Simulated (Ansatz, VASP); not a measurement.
# Mn in VASP and in Ansatz

Contents of INCAR:

```
PREC     = Accurate       # precision mode
ENCUT    = 500            # plane-wave cutoff, eV
EDIFF    = 1E-6           # SCF threshold, eV
ISMEAR   = -1             # smearing method
SIGMA    = 0.1            # smearing width, eV
LREAL    = F              # projectors in reciprocal space
LASPH    = T              # aspherical terms in the spheres
NELM     = 200            # most SCF steps
ALGO     = Normal         # electronic algorithm
ISIF     = 2              # what is computed and relaxed
LWAVE    = F              # write WAVECAR
LCHARG   = F              # write CHGCAR
ISPIN    = 2              # spin polarisation
MAGMOM   = 1.08           # initial moments
LORBIT   = 11             # projections on sites
LMAXMIX  = 4              # l up to which the mixer works
GGA      = PE             # functional
NBANDS   = 16             # bands
GGA_COMPAT= F
```

File KPOINTS:

```
regular mesh
0
Gamma
  8 8 8
```

File POSCAR:

```
Mn
1.0
   -1.4406450000      1.4406450000      1.4406450000
    1.4406450000     -1.4406450000      1.4406450000
    1.4406450000      1.4406450000     -1.4406450000
Mn
1
Direct
    0.0000000000      0.0000000000      0.0000000000
```

Input for Ansatz:

```yaml
crystal:
  lattice:
    - [-1.440645, 1.440645, 1.440645]
    - [1.440645, -1.440645, 1.440645]
    - [1.440645, 1.440645, -1.440645]
  atoms:
    - { symbol: Mn, position: [0, 0, 0] }
kpoints:
  mp_grid: { grid: [8, 8, 8], shift: [0, 0, 0] }
hamiltonian:
  xc: pbe
  pseudopotentials: { kind: nc }
scf:
  occupations: { method: fermi_dirac }
  algorithm: direct_min
magnetization:
  spin_polarized: true
```

Alike in both runs: task single point; functional PBE; k mesh 8 × 8 × 8; collinear spin.

|  | VASP | Ansatz |
| --- | --- | --- |
| version | VASP 6.6.1 | Ansatz 0.2 development build |
| potentials or method | VASP PAW PBE potentials, release 64 (Mn_pv) | scalar-relativistic |
| plane-wave cutoff (eV) | 500 | 1306 |
| occupations | fermi-dirac, width 0.1 eV | fermi-dirac |

|  | VASP | Ansatz | Ansatz less VASP |
| --- | --- | --- | --- |
| net moment per atom (μB) | 0.96 | 0.96 | -0.005 |
| size of the moment on the site where the two differ most (μB) | 0.98 | 0.98 | +0.004 |

Site moments also hang on the region over which each program counts them.

The k mesh is coarse, so the values compare programs but aren't converged.
